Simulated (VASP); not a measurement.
## W: single point with BHLYP

The system is W.

```
CELL_PARAMETERS angstrom
-1.61338 1.61338 1.61338
1.61338 -1.61338 1.61338
1.61338 1.61338 -1.61338
ATOMIC_POSITIONS crystal
W 0.00000 0.00000 0.00000
```

```
Program             : VASP 6.6.1
Task                : single point
Functional          : BHLYP
Potentials or basis : VASP PAW PBE potentials, release 64 (W_sv)
Cutoff              : 520 eV
k mesh              : 6 × 6 × 6
Occupations         : fermi-dirac, width 0.05 eV
Spin                : no spin polarisation
```

```
Pressure               : -17.4 GPa
Band gap on the k mesh : zero (band 7 reaches 17.70 eV, above the bottom of band 8 at 8.19 eV)
```

Levels at points of the mesh, in eV from the Fermi level:
| k point | band 5 | band 6 | band 7 | band 8 | band 9 | band 10 |
| --- | --- | --- | --- | --- | --- | --- |
| (0.00, 0.00, 0.00) | -12.47 | -2.66 | -2.66 | -2.66 | 4.52 | 4.52 |
| (0.50, 0.00, 0.00) | -8.37 | -5.37 | 0.58 | 4.25 | 5.31 | 7.78 |
| (0.50, 0.50, 0.50) | -7.39 | -7.39 | 6.85 | 6.85 | 6.85 | 10.08 |

Wall time 10 min on 1 thread of Intel(R) Xeon(R) Platinum 8375C CPU @ 2.90GHz (Ice Lake), with other jobs on the host, peak memory 0.15 GiB.

Caveat: the k points lie up to 0.46 Å⁻¹ apart; the PAW data sets were made with another functional, which shifts forces and pressure a little; spin-orbit coupling is left out, which moves the levels of the heavy elements.
